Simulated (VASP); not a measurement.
Crystal: N.

```
N
1.0
     4.09478    0.00000    0.00000
     0.00000    4.09478    0.00000
     0.00000    0.00000    5.32248
N
4
Cartesian
  3.7053 3.7053 0.0000
  2.4369 1.6579 2.6612
  0.3895 0.3895 0.0000
  1.6579 2.4369 2.6612
```

| Quantity | Value |
| --- | --- |
| Program | VASP 6.6.1 |
| Task | relaxation of cell and atoms |
| Functional | PBE |
| Potentials or basis | VASP PAW PBE potentials, release 64 (N) |
| Cutoff | 600 eV |
| k mesh | 6 × 6 × 4 |
| Occupations | gaussian, width 0.02 eV |
| Spin | no spin polarisation |

At the start: pressure 2.5 GPa; volume 22.31 Å³/atom.

Task: Where does the relaxation end?

Result: Over 14 steps the energy falls by 7.6 meV/atom and the volume is 25.99 Å³/atom (+16.5 %); space group P4_2/mnm (No. 136, to 0.05 Å).

The path:
```tsv
step	energy change (eV)	largest force (eV/Å)	pressure (GPa)	volume (Å³)
1	0.0000	1.6464	2.50	89.24
2	3.0726	13.7637	-19.87	93.80
3	-0.0149	0.6321	-0.49	89.52
4	-0.0172	0.1882	0.09	89.44
5	-0.0174	0.0370	0.29	89.42
6	-0.0174	0.0159	0.33	89.42
7	-0.0183	0.0176	0.30	89.88
8	-0.0210	0.0220	0.25	91.29
9	-0.0253	0.0161	0.17	94.16
10	-0.0298	0.0493	0.12	100.06
11	-0.0249	0.4076	0.27	112.60
12	-0.0301	0.2551	0.29	103.47
13	-0.0305	0.0799	0.09	103.79
14	-0.0305	0.0083	-0.02	103.95
```

Final structure:
```yaml
crystal:
  lattice:
    - [4.28392, 0.00000, 0.00000]
    - [0.00000, 4.28392, 0.00000]
    - [0.00000, 0.00000, 5.66448]
  atoms:
    - { symbol: N, position: [0.90816, 0.90816, 0.00000] }
    - { symbol: N, position: [0.59184, 0.40816, 0.50000] }
    - { symbol: N, position: [0.09184, 0.09184, 0.00000] }
    - { symbol: N, position: [0.40816, 0.59184, 0.50000] }
```

Caveat: the standard files for N, O and F lose accuracy on very short bonds; the volume moved by over 15 % at a fixed basis, so the end points are rough.
